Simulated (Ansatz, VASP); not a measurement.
**KCl: VASP beside Ansatz**

POSCAR

```
KCl
1.0
    0.0000000000      3.4883435031      3.5444678752
    3.4883435031      0.0000000000      3.5444678752
    3.4883435031      3.4883435031      0.0000000000
K Cl
1 1
Direct
    0.0000000000      0.0000000000      0.0000000000
    0.2500000000      0.2500000000      0.2500000000
```

INCAR.step1

```
  PREC = Accurate
  ENCUT = 520
  ISMEAR = 0
  SIGMA = 0.01
  LREAL = False
  LASPH = True
  NELM = 80
  NBANDS = 15
  GGA = PE
  ALGO = Normal
  EDIFF = 1E-4
  LWAVE = True
  LCHARG = False
```

File INCAR.step2:

```
  PREC = Accurate
  ENCUT = 520
  EDIFF = 1E-7
  ISMEAR = 0
  SIGMA = 0.01
  LREAL = False
  LASPH = True
  NELM = 80
  ALGO = Normal
  ISIF = 2
  LWAVE = False
  LCHARG = False
  METAGGA = R2SCAN
  LMIXTAU = True
  NBANDS = 15
  ISTART = 1
```

Contents of KPOINTS:

```
Automatic mesh
0
Gamma
  6 6 6
```

Input for Ansatz:

```yaml
crystal:
  lattice:
    - [0.0, 3.4883435031, 3.5444678752]
    - [3.4883435031, 0.0, 3.5444678752]
    - [3.4883435031, 3.4883435031, 0.0]
  atoms:
    - { symbol: K, position: [0.0, 0.0, 0.0] }
    - { symbol: Cl, position: [0.25, 0.25, 0.25] }
kpoints:
  mp_grid: { grid: [6, 6, 6] }
  band_path:
    path:
      - [0.0, 0.0, 0.0]
      - [-0.5, -0.5, 0.0]
      - [-0.375, -0.375, 0.25]
      - [-0.375, 0.0, 0.375]
      - [0.0, 0.0, 0.5]
      - [-0.5, -0.25, 0.25]
    npoints: 1
hamiltonian:
  xc: r2scan
scf:
  occupations: { method: fixed }
  n_extra_bands: 4
output:
  forces: true
  stress: true
  eigenvalues: true
```

Change from the starting cell: epitaxial_xy strain -0.5%.

Alike in both runs: task single point; functional r2SCAN; k mesh 6 × 6 × 6; no spin polarisation.

```csv
,VASP,Ansatz
version,VASP 6.6.1,Ansatz 0.2.0
potentials or method,"VASP PAW PBE potentials, release 64 (K_sv, Cl)","plane waves, PAW"
plane-wave cutoff (eV),520,500
occupations,"gaussian, width 0.01 eV",fixed
valence electrons in the cell,16,16
```

|  | VASP | Ansatz | Ansatz less VASP |
| --- | --- | --- | --- |
| gap on the k mesh at the Fermi level (eV) | 5.34 | 5.34 | -0.002 |
| pressure (GPa) | 0.0 | 0.0 | +0.02 |

VASP's potentials were made for PBE, not for r2SCAN.
